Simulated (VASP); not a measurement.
# Mo (I4/mmm) in VASP: notebook

The runs below take Mo through single point, with PBEsol.

Program: VASP 6.6.1. These are calculated values, not measurements. Logs are shortened: lines on timing, memory, paths and dates and some standing lists are left out, and cuts for length are marked.

### Step 1. The cell of the first run

It takes space group I4/mmm (No. 139, tetragonal). Conventional cell: a = 3.142 Å, b = 3.142 Å, c = 2.985 Å, α = 90.00°, β = 90.00°, γ = 90.00°. Mo (site symmetry 4/mmm) has 14 Mo at 2.68 to 3.14 Å within 3.5 Å.

### Step 2. Single point, PBEsol (strain -0.0500 x Voigt [0, 0, 1, 0, 0, 0])

Contents of INCAR:

```
SYSTEM = Mo
PREC = Accurate
ENCUT = 520
EDIFF = 1E-7
ISMEAR = 0
SIGMA = 0.15
LREAL = .FALSE.
LASPH = .TRUE.
NELM = 100
ALGO = Fast
ISIF = 2
LWAVE = .FALSE.
LCHARG = .FALSE.
GGA = PS
NBANDS = 13
```

Contents of KPOINTS:

```
regular mesh
0
G
  22 22 22
  0 0 0
```

Contents of POSCAR:

```
Mo
1.0
   -1.5710000000      1.5710000000      1.4924500000
    1.5710000000     -1.5710000000      1.4924500000
    1.5710000000      1.5710000000     -1.4924500000
Mo
1
Direct
    0.0000000000      0.0000000000      0.0000000000
```

Potentials or basis: VASP PAW PBE potentials, release 64 (Mo_sv).

On the command line:

```console
$ cat potpaw_PBE.64/Mo_sv/POTCAR > POTCAR
$ mpirun -np 1 vasp_std > vasp.out
```

OUTCAR:

```text
SYSTEM = Mo
   PREC = Accurate
   ENCUT = 520
   EDIFF = 1E-7
   ISMEAR = 0
   LREAL = .FALSE.
   LASPH = .TRUE.
   NELM = 100
   ISIF = 2
   GGA = PS

 ion  position               nearest neighbor table
   1  0.000  0.000  0.000-

  LATTYP: Found a body centered tetragonal cell.
 ALAT       =     3.1420000000
 C/A-ratio  =     0.9500000000

  Lattice vectors:

 A1 = (  -1.5710000000,   1.5710000000,   1.4924500000)
 A2 = (   1.5710000000,  -1.5710000000,   1.4924500000)
 A3 = (   1.5710000000,   1.5710000000,  -1.4924500000)

Analysis of symmetry for initial positions (statically):
=====================================================================
 Subroutine PRICEL returns:
 Original cell was already a primitive cell.

 Routine SETGRP: Setting up the symmetry group for a
 body centered tetragonal supercell.

 Subroutine GETGRP returns: Found 16 space group operations
 (whereof 16 operations were pure point group operations)
 out of a pool of 16 trial point group operations.

The static configuration has the point symmetry D_4h.

Analysis of symmetry for dynamics (positions and initial velocities):
=====================================================================
 Subroutine PRICEL returns:
 Original cell was already a primitive cell.

 Routine SETGRP: Setting up the symmetry group for a
 body centered tetragonal supercell.

 Subroutine GETGRP returns: Found 16 space group operations
 (whereof 16 operations were pure point group operations)
 out of a pool of 16 trial point group operations.

The dynamic configuration has the point symmetry D_4h.

 Subroutine INISYM returns: Found 16 space group operations
 (whereof 16 operations are pure point group operations),
 and found     1 'primitive' translations

----------------------------------------------------------------------------------------

                                     Primitive cell

  volume of cell :      14.7337

  direct lattice vectors                    reciprocal lattice vectors
    -1.571000000  1.571000000  1.492450000     0.000000000  0.318268619  0.335019599
     1.571000000 -1.571000000  1.492450000     0.318268619  0.000000000  0.335019599
     1.571000000  1.571000000 -1.492450000     0.318268619  0.318268619  0.000000000

  length of vectors
     2.676469503  2.676469503  2.676469503     0.462096359  0.462096359  0.450099797

  position of ions in fractional coordinates (direct lattice)
     0.000000000  0.000000000  0.000000000

  ion indices of the primitive-cell ions
   primitive index   ion index
                 1           1

----------------------------------------------------------------------------------------

 KPOINTS: regular mesh

Automatic generation of k-mesh.
 Grid dimensions read from file:
 generate k-points for:   22   22   22

 Generating k-lattice:

  Cartesian coordinates                     Fractional coordinates (reciprocal lattice)
     0.000000000  0.014466755  0.015228164     0.045454545  0.000000000  0.000000000
     0.014466755  0.000000000  0.015228164     0.000000000  0.045454545  0.000000000
     0.014466755  0.014466755  0.000000000     0.000000000  0.000000000  0.045454545

  Length of vectors
     0.021004380  0.021004380  0.020459082

  Shift w.r.t. Gamma in fractional coordinates (k-lattice)
     0.000000000  0.000000000  0.000000000

 Subroutine IBZKPT returns following result:
 ===========================================

 Found    834 irreducible k-points:

 Following reciprocal coordinates:
            Coordinates               Weight
  0.000000  0.000000  0.000000      1.000000
  0.045455  0.000000  0.000000      8.000000
  0.090909  0.000000  0.000000      8.000000
  0.136364  0.000000  0.000000      8.000000
  0.181818  0.000000  0.000000      8.000000
  0.227273  0.000000 -0.000000      8.000000
[... 16 lines left out ...]
  0.500000  0.045455 -0.000000     16.000000
 -0.454545  0.045455  0.000000     16.000000
 [... further k-points ...]
   k-points           NKPTS =    834   k-points in BZ     NKDIM =    834   number of bands    NBANDS=     13
   number of dos      NEDOS =    301   number of ions     NIONS =      1
   total plane-waves  NPLWV =   8000
   dimension x,y,z NGX =    20 NGY =   20 NGZ =   20
   dimension x,y,z NGXF=    40 NGYF=   40 NGZF=   40
   ions per type =               1
   NGX,Y,Z   is equivalent  to a cutoff of  12.42, 12.42, 12.42 a.u.
   NGXF,Y,Z  is equivalent  to a cutoff of  24.85, 24.85, 24.85 a.u.
 SYSTEM =  Mo
   PREC   = accura    normal or accurate (medium, high low for compatibility)
   ISTART =      0    job   : 0-new  1-cont  2-samecut
   ICHARG =      2    charge: 1-file 2-atom 10-const
   ISPIN  =      1    spin polarized calculation?
   LNONCOLLINEAR =      F non collinear calculations
   LSORBIT =      F    spin-orbit coupling
   LASPH  =      T    aspherical Exc in radial PAW
   ENCUT  =  520.0 eV  38.22 Ry    6.18 a.u.   4.98  4.98  4.98*2*pi/ulx,y,z
   NELM   =    100;   NELMIN=  2; NELMDL= -5     # of ELM steps
   EDIFF  = 0.1E-06   stopping-criterion for ELM
   LREAL  =      F    real-space projection
   EDIFFG = 0.1E-05   stopping-criterion for IOM
   NSW    =      0    number of steps for IOM
   IBRION =     -1    ionic relax: 0-MD 1-quasi-New 2-CG
   NFREE  =      0    steps in history (QN), initial steepest desc. (CG)
   ISIF   =      2    stress and relaxation
   ISYM   =      2    0-nonsym 1-usesym 2-fastsym
   POTIM  = 0.5000    time-step for ionic-motion
   TEBEG  =    0.0;   TEEND  =   0.0 temperature during run
   PSTRESS=    0.0 pullay stress
   NELECT =      14.0000    total number of electrons
   NUPDOWN=      -1.0000    fix difference up-down
   EMIN   =  10.00;   EMAX   =-10.00  energy-range for DOS
   EFERMI =   0.00;   METHOD = LEGACY
   ISMEAR =     0;   SIGMA  =   0.15  broadening in eV -4-tet -1-fermi 0-gaus
   EFERMI_NEDOS =   21; number of points for ismear=-14 and -15
   IALGO  =     68    algorithm
   IMIX   =      4    mixing-type and parameters
     AMIX     =   0.40;   BMIX     =  1.00
     AMIX_MAG =   1.60;   BMIX_MAG =  1.00
  volume/ion in A,a.u.               =      14.73        99.43
  Fermi-wavevector in a.u.,A,eV,Ry     =   1.609460  3.041438 35.243998  2.590361
  Thomas-Fermi vector in A             =   2.705166
   LORBIT       =      0    0 simple, 1 ext, 2 COOP (PROOUT), +10 PAW based schemes
   GGA     = PS    functional components
   LHFCALC =     F    Hartree Fock is set to
   AEXX    =    0.0000 exact exchange contribution
   IVDW    =     0    specifies the selected vdW correction
   LEPSILON=     F    determine dielectric tensor
   LRPA    =     F    only Hartree local field effects (RPA)
 non-spin polarized calculation
 RMM-DIIS sequential band-by-band and
 Gauss-broadening in eV      SIGMA  =   0.15
  energy-cutoff  :      520.00
  volume of cell :       14.73
 maximum number of plane-waves:       418
   NGX =  9   NGY =  9   NGZ =  9

 number of electron      14.0000000 magnetization

 Free energy of the ion-electron system (eV)
  ---------------------------------------------------
  ext. energy  EPLUGINS =         0.00000000
  ---------------------------------------------------
  free energy    TOTEN  =       -11.72833667 eV

  energy without entropy =      -11.72138938  energy(sigma->0) =      -11.72486303

 E-fermi :  13.4433     XC(G=0): -13.8646

 val. band max:       13.4426909547   @ k =  -0.2727   0.2727   0.2727
 cond. band min:      13.4456270230   @ k =  -0.4545   0.4545   0.2727
 fundamental gap:      0.0029360684
 Fermi energy:        13.4432509736

 k-point     1 :       0.0000    0.0000    0.0000
  band No.  band energies     occupation
      1     -47.7632      2.00000
      2     -20.9082      2.00000
      3     -20.9082      2.00000
      4     -20.8807      2.00000
      5       5.9705      2.00000
      6      11.5432      2.00000
      7      12.2021      2.00000
      8      12.2021      2.00000
      9      14.7354      0.00000
     10      15.5984      0.00000
     11      28.0132      0.00000
     12      28.0132      0.00000
     13      29.0678      0.00000

 k-point     2 :       0.0455    0.0000    0.0000
  band No.  band energies     occupation
      1     -47.7563      2.00000
      2     -20.9356      2.00000
      3     -20.9199      2.00000
      4     -20.8916      2.00000
      5       6.0715      2.00000
      6      11.5587      2.00000
      7      12.1859      2.00000
      8      12.2184      2.00000
      9      14.7262      0.00000
     10      15.5246      0.00000
     11      28.1762      0.00000
     12      28.1872      0.00000
     13      29.1927      0.00000

 k-point     3 :       0.0909    0.0000    0.0000
  band No.  band energies     occupation
      1     -47.7364      2.00000
      2     -21.0400      2.00000
      3     -20.9538      2.00000
      4     -20.8980      2.00000
      5       6.3640      2.00000
      6      11.5155      2.00000
      7      12.1260      2.00000
      8      12.3649      2.00000
      9      14.6994      0.00000
     10      15.3602      0.00000
     11      28.5729      0.00000
     12      28.6978      0.00000
     13      29.5597      0.00000

 k-point     4 :       0.1364    0.0000    0.0000
  band No.  band energies     occupation
      1     -47.7049      2.00000
      2     -21.2070      2.00000
      3     -21.0070      2.00000
      4     -20.9034      2.00000
      5       6.8130      2.00000
      6      11.3237      2.00000
      7      12.0046      2.00000
      8      12.7507      2.00000
      9      14.6700      0.00000
     10      15.2240      0.00000
     11      28.9765      0.00000
     12      29.5150      0.00000
     13      30.1015      0.00000

 k-point     5 :       0.1818    0.0000    0.0000
  band No.  band energies     occupation
      1     -47.6642      2.00000
      2     -21.4181      2.00000
      3     -21.0746      2.00000
      4     -20.9098      2.00000
      5       7.3482      2.00000
      6      11.0358      2.00000
      7      11.8504      2.00000
      8      13.3446      1.64786
      9      14.6870      0.00000
     10      15.1845      0.00000
     11      29.1309      0.00000
     12      30.5984      0.00000
     13      30.6028      0.00000

 k-point     6 :       0.2273    0.0000   -0.0000
  band No.  band energies     occupation
      1     -47.6174      2.00000
      2     -21.6539      2.00000
      3     -21.1509      2.00000
      4     -20.9169      2.00000
      5       7.8435      2.00000
      6      10.7118      2.00000
      7      11.7946      2.00000
      8      14.1007      0.00000
      9      14.7867      0.00000
     10      15.2420      0.00000
     11      28.8491      0.00000
     12      30.7524      0.00000
     13      31.9039      0.00000

 k-point     7 :       0.2727    0.0000    0.0000
  band No.  band energies     occupation
      1     -47.5682      2.00000
      2     -21.8943      2.00000
      3     -21.2293      2.00000
      4     -20.9242      2.00000
      5       8.1342      2.00000
      6      10.3908      2.00000
      7      12.0319      2.00000
      8      14.9444      0.00000
      9      14.9808      0.00000
     10      15.3902      0.00000
     11      28.1896      0.00000
     12      30.3253      0.00000
     13      33.3861      0.00000
[... 193 lines left out ...]
 k-point    20 :       0.3636    0.0455   -0.0000
  band No.  band energies     occupation
      1     -47.4578      2.00000
      2     -22.3937      2.00000
      3     -21.4013      2.00000
      4     -20.9570      2.00000
      5       8.0049      2.00000
      6       9.7753      2.00000
      7      13.6668      0.03510
      8      15.2847      0.00000
      9      16.1887      0.00000
     10      17.5217      0.00000
     11      26.4100      0.00000
     12      27.6332      0.00000
     13      32.8879      0.00000

 k-point    21 :       0.4091    0.0455    0.0000
  band No.  band energies     occupation
      1     -47.4312      2.00000
      2     -22.5116      2.00000
      3     -21.4441      2.00000
      4     -20.9601      2.00000
      5       7.8536      2.00000
      6       9.6327      2.00000
      7      14.3481      0.00000
      8      15.4828      0.00000
      9      16.3844      0.00000
     10      18.3140      0.00000
     11      25.8800      0.00000
     12      26.7183      0.00000
     13      31.7247      0.00000

 k-point    22 :       0.4545    0.0455   -0.0000
  band No.  band energies     occupation
      1     -47.4174      2.00000
      2     -22.5717      2.00000
      3     -21.4666      2.00000
      4     -20.9610      2.00000
      5       7.7682      2.00000
      6       9.5619      2.00000
      7      14.7983      0.00000
      8      15.5033      0.00000
      9      16.5260      0.00000
     10      18.7850      0.00000
     11      25.6080      0.00000
     12      26.1964      0.00000
     13      31.0673      0.00000

 k-point    23 :       0.5000    0.0455   -0.0000
  band No.  band energies     occupation
      1     -47.4178      2.00000
      2     -22.5699      2.00000
      3     -21.4671      2.00000
      4     -20.9597      2.00000
      5       7.7695      2.00000
      6       9.5651      2.00000
      7      14.9326      0.00000
      8      15.3380      0.00000
      9      16.5145      0.00000
     10      18.7965      0.00000
     11      25.5800      0.00000
     12      26.2669      0.00000
     13      31.0571      0.00000

 k-point    24 :      -0.4545    0.0455    0.0000
  band No.  band energies     occupation
      1     -47.4324      2.00000
      2     -22.5064      2.00000
      3     -21.4455      2.00000
      4     -20.9563      2.00000
      5       7.8574      2.00000
      6       9.6420      2.00000
      7      14.4735      0.00000
      8      15.3291      0.00000
      9      16.3009      0.00000
     10      18.3465      0.00000
     11      25.8031      0.00000
     12      26.9060      0.00000
     13      31.6966      0.00000

 [... further k-points ...]
[... 5 lines left out ...]
  --------------------------------------------------------------------------------------
  -------------------------------------------------------------------------------------
  Total        0.6450658      0.6450658      2.3075993      0.0000000      0.0000000     -0.0000000
  in kB       70.1459256     70.1459256    250.9336120      0.0000000      0.0000000     -0.0000000
  external PRESSURE =     130.4084878 kB  Pullay stress =       0.0000000 kB

 VOLUME and BASIS-vectors are now :
 -----------------------------------------------------------------------------
  energy-cutoff  :      520.00
  volume of cell :       14.73
      direct lattice vectors                 reciprocal lattice vectors
    -1.571000000  1.571000000  1.492450000     0.000000000  0.318268619  0.335019599
     1.571000000 -1.571000000  1.492450000     0.318268619  0.000000000  0.335019599
     1.571000000  1.571000000 -1.492450000     0.318268619  0.318268619  0.000000000

 POSITION                                       TOTAL-FORCE (eV/Angst)
 -----------------------------------------------------------------------------------
      0.00000      0.00000      0.00000         0.000000     -0.000000      0.000000
 -----------------------------------------------------------------------------------
    total drift:                                0.000000      0.000000      0.000000

  FREE ENERGIE OF THE ION-ELECTRON SYSTEM (eV)
  ---------------------------------------------------
  free  energy   TOTEN  =       -11.7283366748 eV

  energy  without entropy=      -11.7213893823  energy(sigma->0) =      -11.72486303
```

Wall time 72 s (1 thread of Intel Xeon Platinum 8488C (Sapphire Rapids), shared host); peak memory 0.26 GiB.

Results:

```yaml
Free_energy: -11.7283 eV
Pressure: 13.0 GPa
Band_gap_on_the_k_mesh: zero (band 7 reaches 17.74 eV, above the bottom of band 8 at 12.04 eV)
```

Levels at points of the mesh, in eV from the Fermi level:
| k point | band 5 | band 6 | band 7 | band 8 | band 9 | band 10 |
| --- | --- | --- | --- | --- | --- | --- |
| (0.00, 0.00, 0.00) | -7.47 | -1.90 | -1.24 | -1.24 | 1.29 | 2.16 |
| (0.50, 0.00, 0.00) | -5.75 | -3.92 | 1.87 | 2.01 | 2.89 | 5.22 |
| (0.50, 0.50, 0.00) | -5.66 | -3.23 | 1.26 | 1.56 | 2.24 | 5.12 |
| (0.50, 0.50, 0.50) | -6.01 | -5.87 | 4.30 | 4.30 | 4.50 | 9.05 |

Caveat: the cell differs from its parent crystal (strain -0.0500 x Voigt [0, 0, 1, 0, 0, 0]); the PAW data sets were made with another functional, which shifts forces and pressure a little.

[end of part 1 of 2]
